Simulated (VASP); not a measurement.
Write the native input for VASP 6.6.1 that does the following.

- Task: single point
- Functional: PBEsol
- Potentials or basis: VASP PAW PBE potentials, release 64 (Mg, O)
- Cutoff: 520 eV
- k mesh: 4 × 4 × 4
- Occupations: gaussian, width 0.05 eV
- Spin: no spin polarisation
- Dipole correction: no
- Further INCAR settings: ALGO = Normal; EDIFF = 1e-06; NBANDS = 32

The structure of Mg6O5 (a cell with a defect) lies in POSCAR:

```
Mg6O5
1.0
    5.5908553621      0.0000000000      0.0000000000
    0.0000000000      5.5908553621      0.0000000000
    0.0000000000      0.0000000000      5.5908553621
Mg O
6 5
Direct
    0.2500000000      0.0000000000      0.5000000000
    0.0000000000      0.5000000000      0.2500000000
    0.5000000000      0.7500000000      0.0000000000
    0.7500000000      0.0000000000      0.5000000000
    0.0000000000      0.5000000000      0.7500000000
    0.5000000000      0.2500000000      0.0000000000
    0.5000000000      0.0000000000      0.2500000000
    0.0000000000      0.7500000000      0.5000000000
    0.8750000000      0.5000000000      0.0000000000
    0.5000000000      0.0000000000      0.7500000000
    0.0000000000      0.2500000000      0.5000000000
```

This cell differs from its parent crystal: atoms taken out, atom 9 moved 0.250 of the way to it and +0.000 Å across, host rigid.

One way to write it, as run:

INCAR

```
SYSTEM = Mg6O5
ALGO = Normal
EDIFF = 1E-6
ENCUT = 520
GGA = PS
ISIF = 2
ISMEAR = 0
LASPH = .True.
LCHARG = .False.
LREAL = .False.
LWAVE = .False.
NBANDS = 32
NELM = 100
PREC = Accurate
SIGMA = 0.05
```

KPOINTS

```
k-points
0
Gamma
  4 4 4
  0 0 0
```

Potentials or basis: VASP PAW PBE potentials, release 64 (Mg, O).

Run with:

```console
$ cat potpaw_PBE.64/Mg/POTCAR potpaw_PBE.64/O/POTCAR > POTCAR
$ mpirun -np 1 vasp_std > vasp.out
```

It gave:

The pressure is 9.4 GPa and the largest force is 10.748 eV/Å. The band gap on the k mesh is 0.50 eV.

Caveat: the cell differs from its parent crystal (atoms taken out, atom 9 moved 0.250 of the way to it and +0.000 Å across, host rigid); the PAW data sets were made with another functional, which shifts forces and pressure a little.

Wall time 6.4 min on 1 thread of AMD EPYC 7R13 (shared host), peak memory 0.28 GiB.
